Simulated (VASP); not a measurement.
Set up this calculation in VASP 6.6.1, as the native input.

```
Task                   : single point
Functional             : PBEsol
Potentials or basis    : VASP PAW PBE potentials, release 64 (Ta_pv, N)
Cutoff                 : 520 eV
k mesh                 : 18 × 18 × 16
Occupations            : gaussian, width 0.15 eV
Spin                   : no spin polarisation
Dipole correction      : no
Further INCAR settings : ALGO = Normal; EDIFF = 1e-06; NBANDS = 15
```

The structure of TaN lies in POSCAR:

```
TaN
1.0
    2.9240351141      0.0000000000      0.0000000000
   -1.4620175570      2.5322886904      0.0000000000
    0.0000000000      0.0000000000      2.7631000000
Ta N
1 1
Direct
    0.3333333333      0.6666666667      0.5000000000
    0.0000000000      0.0000000000      0.0000000000
```

One way to write it, as run:

INCAR

```
PREC = Accurate ; ENCUT = 520
EDIFF = 1E-6 ; ISMEAR = 0
SIGMA = 0.15 ; LREAL = False
LASPH = True ; NELM = 60
ALGO = Normal ; ISIF = 2
LWAVE = False ; LCHARG = False
GGA = PS ; NBANDS = 15
```

KPOINTS

```
regular mesh
0
Gamma
  18 18 16
```

Potentials or basis: VASP PAW PBE potentials, release 64 (Ta_pv, N).

The run is started by

```bash
$ cat potpaw_PBE.64/Ta_pv/POTCAR potpaw_PBE.64/N/POTCAR > POTCAR
$ mpirun -np 1 vasp_std > vasp.out
```

It gave:

The pressure is 17.7 GPa and the band gap on the k mesh is zero (bands 8 and 9 overlap by 0.34 eV).

Caveat: the cell stands under pressure; the PAW data sets were made with another functional, which shifts forces and pressure a little; spin-orbit coupling is left out, which moves the levels of the heavy elements.

Run time: 78 s on 1 thread of Intel Xeon 8259CL, on a shared host, peak memory 0.23 GiB.
